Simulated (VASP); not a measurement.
SrO:

```xyz
2
Lattice="0.0000 2.4775 2.4775 2.4775 0.0000 2.4775 2.4775 2.4775 0.0000" Properties=species:S:1:pos:R:3 pbc="T T T"
Sr    0.0000    0.0000    0.0000
O     2.4775    2.4775    2.4775
```

This cell differs from its parent crystal: strain -4.0%.

Base run:

```yaml
Program: VASP 6.6.1
Functional: r2SCAN
Potentials_or_basis: VASP PAW PBE potentials, release 64 (Sr_sv, O)
Cutoff: 520 eV
k_mesh: 8 × 8 × 8
Occupations: gaussian, width 0.01 eV
Spin: no spin polarisation
```

Its results: band gap on the k mesh 3.64 eV, direct; pressure 15.9 GPa.

**Question.** The run is repeated on the same cell with these changes: functional from r2SCAN to PBE; occupations from gaussian, width 0.01 eV to fermi-dirac, width 0.02 eV. What comes out?

**Answer.** Band gap on the k mesh 3.16 eV, direct; pressure 17.5 GPa.

Caveats: the PAW data sets were made with another functional, which shifts forces and pressure a little (some runs).

A k mesh can miss the band edges.
